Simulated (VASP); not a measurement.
Input of a VASP 6.6.1 run:

INCAR

```
PREC = Accurate
ENCUT = 520
EDIFF = 1E-6
ISMEAR = 0
SIGMA = 0.05
LREAL = F
LASPH = T
NELM = 80
ALGO = Normal
ISIF = 2
LWAVE = F
LCHARG = T
GGA = CA
LELF = T
LVHAR = T
ISYM = 0
NBANDS = 21
```

Contents of KPOINTS:

```
Automatic mesh
0
Gamma
  8 8 3
```

POSCAR

```
Si
1.0
    2.7154700000     -2.7154700000      0.0000000000
    2.7154700000      0.0000000000     -2.7154700000
    6.7886750000      4.0732050000      5.4309400000
Si
6
Direct
    0.3958500000      0.6666666667      0.5416333333
    0.8958500000      0.0000000000      0.2083000000
   -0.1041500000      0.3333333333      0.8749666667
    0.2708500000      0.6666666667      0.7916333333
    0.7708500000      1.0000000000      0.4583000000
    0.2708500000      0.3333333333      0.1249666667
```

Potentials or basis: VASP PAW LDA potentials, release 64 (Si).

The run is started by

```sh
$ cat potpaw_LDA.64/Si/POTCAR > POTCAR
$ mpirun -np 1 vasp_std > vasp.out
```

**Question.** What does it give for the largest force?

**Answer.** 0.466 eV/Å.

**Question.** Estimate the band gap on the k mesh.

**Answer.** Zero (band 12 reaches 6.28 eV, above the bottom of band 13 at 5.10 eV).

**Question.** Predict the pressure.

**Answer.** -3.1 GPa.

Forces in eV/Å, atoms in the order of the input:
```
Si  -0.090 -0.088 -0.231
Si  -0.105 -0.109  0.020
Si   0.244  0.242  0.315
Si   0.105  0.109 -0.020
Si   0.090  0.088  0.231
Si  -0.244 -0.242 -0.315
```
